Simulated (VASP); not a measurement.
# C in VASP: a series of runs, part 2 of 2

VASP 6.6.1.

## Step 3: Single point, PBE

Contents of INCAR:

```
SYSTEM = C
ALGO = Normal ; EDIFF = 1E-6
ENCUT = 520 ; GGA = PE
ISIF = 2 ; ISMEAR = -1
LASPH = .True. ; LCHARG = .False.
LREAL = Auto ; LWAVE = .False.
NBANDS = 51 ; NELM = 80
PREC = Accurate ; SIGMA = 0.05
```

Contents of KPOINTS:

```
k-points
0
Gamma
  2 2 1
  0 0 0
```

Contents of POSCAR:

```
C
1.0
    7.3980000000      0.0000000000      0.0000000000
   -3.6990000000      6.4068560000      0.0000000000
    0.0000000000      0.0000000000     13.0000000000
C
18
Direct
   -0.0699458402     -0.1130195528      0.0550692308
    0.1672669152      0.0022007674      0.0658538462
   -0.0596880597      0.2040626479      0.0871000000
    0.1543043640      0.3166919937      0.1068769231
   -0.0722164798      0.5256400331      0.0596692308
    0.1435862737      0.6384566783      0.0787846154
    0.2642255949     -0.1325923355      0.0721615385
    0.4829694474     -0.0223822730      0.0802846154
    0.2891394293      0.2092602050      0.0992307692
    0.5135922421      0.3448649384      0.0930230769
    0.2641900654      0.5442763190      0.0996846154
    0.4871711155      0.6617442315      0.0929076923
    0.5954834293     -0.1216041066      0.0860615385
    0.8250857490     -0.0113316110      0.0753000000
    0.5939113994      0.2089636477      0.0746307692
    0.8214993395      0.3071241183      0.0740384615
    0.6161352105      0.5730111618      0.0900846154
    0.8121488987      0.6621188302      0.0536461538
```

Potentials or basis: VASP PAW PBE potentials, release 64 (C).

Started as:

```sh
cat potpaw_PBE.64/C/POTCAR > POTCAR
mpirun -np 1 vasp_std > vasp.out
```

OUTCAR:

```text
SYSTEM = C
   EDIFF = 1E-6
   ENCUT = 520
   GGA = PE
   ISIF = 2
   ISMEAR = -1
   LASPH = .True.
   LREAL = Auto
   NELM = 80
   PREC = Accurate

 ion  position               nearest neighbor table
   1  0.930  0.887  0.055-  14 1.35  18 1.44   2 1.53
   2  0.167  0.002  0.066-   9 1.40   7 1.49   1 1.53
   3  0.940  0.204  0.087-  14 1.39   4 1.40  16 1.43
   4  0.154  0.317  0.107-   3 1.40  11 1.46   9 1.56
   5  0.928  0.526  0.060-   6 1.41  16 1.41  18 1.62
   6  0.144  0.638  0.079-   5 1.41  11 1.41   7 1.47
[... 10 lines left out ...]
  17  0.616  0.573  0.090-  18 1.34  12 1.40  10 1.46
  18  0.812  0.662  0.054-  17 1.34   1 1.44   5 1.62

  LATTYP: Found a hexagonal cell.
 ALAT       =     7.3980000000
 C/A-ratio  =     1.7572316842

  Lattice vectors:

 A1 = (   7.3980000000,   0.0000000000,   0.0000000000)
 A2 = (  -3.6990000000,   6.4068560000,   0.0000000000)
 A3 = (   0.0000000000,   0.0000000000,  13.0000000000)

Analysis of symmetry for initial positions (statically):
=====================================================================
 Subroutine PRICEL returns:
 Original cell was already a primitive cell.

 Routine SETGRP: Setting up the symmetry group for a
 hexagonal supercell.

 Subroutine GETGRP returns: Found  1 space group operations
 (whereof  1 operations were pure point group operations)
 out of a pool of 24 trial point group operations.

The static configuration has the point symmetry C_1 .

Analysis of symmetry for dynamics (positions and initial velocities):
=====================================================================
 Subroutine PRICEL returns:
 Original cell was already a primitive cell.

 Routine SETGRP: Setting up the symmetry group for a
 hexagonal supercell.

 Subroutine GETGRP returns: Found  1 space group operations
 (whereof  1 operations were pure point group operations)
 out of a pool of 24 trial point group operations.

The dynamic configuration has the point symmetry C_1 .

 Subroutine INISYM returns: Found  1 space group operations
 (whereof  1 operations are pure point group operations),
 and found     1 'primitive' translations

----------------------------------------------------------------------------------------

                                     Primitive cell

  volume of cell :     616.1730

  direct lattice vectors                    reciprocal lattice vectors
     7.398000000  0.000000000  0.000000000     0.135171668  0.078041398  0.000000000
    -3.699000000  6.406856000  0.000000000     0.000000000  0.156082796  0.000000000
     0.000000000  0.000000000 13.000000000     0.000000000  0.000000000  0.076923077

  length of vectors
     7.398000000  7.398000054 13.000000000     0.156082797  0.156082796  0.076923077

  position of ions in fractional coordinates (direct lattice)
     0.930054160  0.886980447  0.055069231
     0.167266915  0.002200767  0.065853846
     0.940311940  0.204062648  0.087100000
     0.154304364  0.316691994  0.106876923
     0.927783520  0.525640033  0.059669231
[... 54 lines left out ...]
     0.000000000  0.000000000  0.000000000

 Subroutine IBZKPT returns following result:
 ===========================================

 Found      4 irreducible k-points:

 Following reciprocal coordinates:
            Coordinates               Weight
  0.000000  0.000000  0.000000      1.000000
  0.500000  0.000000  0.000000      1.000000
  0.000000  0.500000  0.000000      1.000000
  0.500000  0.500000  0.000000      1.000000
   k-points           NKPTS =      4   k-points in BZ     NKDIM =      4   number of bands    NBANDS=     51
   number of dos      NEDOS =    301   number of ions     NIONS =     18
   total plane-waves  NPLWV = 307328
   dimension x,y,z NGX =    56 NGY =   56 NGZ =   98
   dimension x,y,z NGXF=   112 NGYF=  112 NGZF=  196
   ions per type =              18
   NGX,Y,Z   is equivalent  to a cutoff of  12.58, 12.58, 12.53 a.u.
   NGXF,Y,Z  is equivalent  to a cutoff of  25.17, 25.17, 25.06 a.u.
 SYSTEM =  C
   PREC   = accura    normal or accurate (medium, high low for compatibility)
   ISTART =      0    job   : 0-new  1-cont  2-samecut
   ICHARG =      2    charge: 1-file 2-atom 10-const
   ISPIN  =      1    spin polarized calculation?
   LNONCOLLINEAR =      F non collinear calculations
   LSORBIT =      F    spin-orbit coupling
   LASPH  =      T    aspherical Exc in radial PAW
   ENCUT  =  520.0 eV  38.22 Ry    6.18 a.u.  13.76 13.76 24.17*2*pi/ulx,y,z
   NELM   =     80;   NELMIN=  2; NELMDL= -5     # of ELM steps
   EDIFF  = 0.1E-05   stopping-criterion for ELM
   LREAL  =      T    real-space projection
   EDIFFG = 0.1E-04   stopping-criterion for IOM
   NSW    =      0    number of steps for IOM
   IBRION =     -1    ionic relax: 0-MD 1-quasi-New 2-CG
   NFREE  =      0    steps in history (QN), initial steepest desc. (CG)
   ISIF   =      2    stress and relaxation
   ISYM   =      2    0-nonsym 1-usesym 2-fastsym
   POTIM  = 0.5000    time-step for ionic-motion
   TEBEG  =    0.0;   TEEND  =   0.0 temperature during run
   PSTRESS=    0.0 pullay stress
   NELECT =      72.0000    total number of electrons
   NUPDOWN=      -1.0000    fix difference up-down
   EMIN   =  10.00;   EMAX   =-10.00  energy-range for DOS
   EFERMI =   0.00;   METHOD = LEGACY
   ISMEAR =    -1;   SIGMA  =   0.05  broadening in eV -4-tet -1-fermi 0-gaus
   EFERMI_NEDOS =   21; number of points for ismear=-14 and -15
   IALGO  =     38    algorithm
   IMIX   =      4    mixing-type and parameters
     AMIX     =   0.40;   BMIX     =  1.00
     AMIX_MAG =   1.60;   BMIX_MAG =  1.00
  volume/ion in A,a.u.               =      34.23       231.01
  Fermi-wavevector in a.u.,A,eV,Ry     =   0.800359  1.512459  8.715544  0.640574
  Thomas-Fermi vector in A             =   1.907639
   LORBIT       =      0    0 simple, 1 ext, 2 COOP (PROOUT), +10 PAW based schemes
   GGA     = PE    functional components
   LHFCALC =     F    Hartree Fock is set to
   AEXX    =    0.0000 exact exchange contribution
   IVDW    =     0    specifies the selected vdW correction
   LEPSILON=     F    determine dielectric tensor
   LRPA    =     F    only Hartree local field effects (RPA)
 non-spin polarized calculation
  energy-cutoff  :      520.00
  volume of cell :      616.17
 maximum number of plane-waves:     16651
 NGX is ok and might be reduce to    56
   NGX = 27   NGY = 27   NGZ = 49

 number of electron      71.9999997 magnetization

 Free energy of the ion-electron system (eV)
  ---------------------------------------------------
  ext. energy  EPLUGINS =         0.00000000
  ---------------------------------------------------
  free energy    TOTEN  =      -162.29863651 eV

  energy without entropy =     -162.29790302  energy(sigma->0) =     -162.29826976

 E-fermi :  -1.9801     XC(G=0):  -3.3489

 val. band max:       -2.2944352485   @ k =   0.0000   0.0000   0.0000
 cond. band min:      -1.6615285663   @ k =   0.0000   0.0000   0.0000
 fundamental gap:      0.6329066822
 Fermi energy:        -1.9800932374

 k-point     1 :       0.0000    0.0000    0.0000
  band No.  band energies     occupation
      1     -21.4418      2.00000
      2     -19.2517      2.00000
      3     -19.1197      2.00000
      4     -18.9477      2.00000
      5     -18.8076      2.00000
      6     -18.4981      2.00000
[... 193 lines left out ...]
     47       3.6851      0.00000
     48       3.9873      0.00000
 [bands above 48 left out]

------------------------ aborting loop because EDIFF is reached ----------------------------------------

  FORCE on cell =-STRESS in cart. coord.  units (eV):
  Direction    XX          YY          ZZ          XY          YZ          ZX
  --------------------------------------------------------------------------------------
  -------------------------------------------------------------------------------------
  Total       -1.5823606     -2.8275028     -1.7395272     -0.8481161     -0.7129055     -2.5463389
  in kB       -4.1144653     -7.3520929     -4.5231311     -2.2052776     -1.8537019     -6.6210084
  external PRESSURE =      -5.3298964 kB  Pullay stress =       0.0000000 kB

 VOLUME and BASIS-vectors are now :
 -----------------------------------------------------------------------------
  energy-cutoff  :      520.00
  volume of cell :      616.17
      direct lattice vectors                 reciprocal lattice vectors
     7.398000000  0.000000000  0.000000000     0.135171668  0.078041398  0.000000000
    -3.699000000  6.406856000  0.000000000     0.000000000  0.156082796  0.000000000
     0.000000000  0.000000000 13.000000000     0.000000000  0.000000000  0.076923077

 POSITION                                       TOTAL-FORCE (eV/Angst)
 -----------------------------------------------------------------------------------
      3.59960      5.68276      0.71590         3.632554     -0.524834      0.608352
      1.22930      0.01410      0.85610         0.646711     -2.931411      0.819168
      6.20160      1.30740      1.13230        -1.140124      1.544482      0.368767
     -0.02990      2.02900      1.38940         2.661725      0.529591     -1.287222
      4.91940      3.36770      0.77570        -2.312248      1.616008      0.842298
     -1.29940      4.09050      1.02420         0.696806      2.381336     -0.671032
[... 10 lines left out ...]
      2.43860      3.67120      1.17110        -0.800185     -4.648454     -0.788914
      3.55910      4.24210      0.69740         4.922617      0.191625      0.875719
 -----------------------------------------------------------------------------------
    total drift:                               -0.012577     -0.021095     -0.005493

  FREE ENERGIE OF THE ION-ELECTRON SYSTEM (eV)
  ---------------------------------------------------
  free  energy   TOTEN  =      -162.2986365130 eV

  energy  without entropy=     -162.2979030169  energy(sigma->0) =     -162.29826976
```

Wall time 12 min (1 thread of Intel Xeon 8259CL, shared host); peak memory 0.6 GiB.

What came out:

```
Free energy   : -162.2986 eV
Largest force : 5.203 eV/Å
```

Forces on the atoms (eV/Å):
```
C    3.633 -0.525  0.608
C    0.647 -2.931  0.819
C   -1.140  1.544  0.369
C    2.662  0.530 -1.287
C   -2.312  1.616  0.842
C    0.697  2.381 -0.671
C   -1.612  0.634 -0.142
C   -2.980  3.074 -0.290
C   -4.595  2.268 -0.908
C   -0.847 -3.595 -0.211
C    0.017 -1.938 -0.088
C   -0.060  0.587  0.731
C    2.616 -0.311 -0.738
C   -2.009 -0.861  0.375
C    2.459  0.288  0.920
C   -1.297  1.694 -0.416
C   -0.800 -4.648 -0.789
C    4.923  0.192  0.876
```

Caveat: the k points lie up to 0.49 Å⁻¹ apart; the atoms stand as in a frame of molecular dynamics; there is no dipole correction, which matters where the two faces differ.
